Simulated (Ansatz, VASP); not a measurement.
## Two plane-wave programs on Lu

```
Lu
1.0
     1.68069   -2.93153    0.00000
     1.68069    2.93153    0.00000
     0.00000    0.00000    3.22009
Lu
1
Cartesian
  1.6807 0.0000 0.0000
```

Alike in both runs: task relaxation of cell and atoms; functional PBE; k mesh 6 × 6 × 6; occupations gaussian, width 0.1 eV; no spin polarisation.

|  | VASP | Ansatz |
| --- | --- | --- |
| version | VASP 6.6.1 | Ansatz 0.2.0 |
| potentials or method | VASP PAW PBE potentials, release 64 (Lu), cutoff 600 eV | scalar-relativistic, plane waves, PAW |
| valence electrons in the cell | 25 | 25 |

|  | VASP | Ansatz | Ansatz less VASP |
| --- | --- | --- | --- |
| gap on the k mesh at the Fermi level, each at its own relaxed structure (eV) | none | none | - |
| relaxed volume (Å³/atom) | 30.85 | 30.77 | -0.078 |
| relaxed length of the cell vector where the two differ most in proportion (Å) | 3.199 | 3.194 | -0.0053 |

A gap of «none» marks a metal or a gap that the smearing closes.

Neither program's run includes spin-orbit coupling.
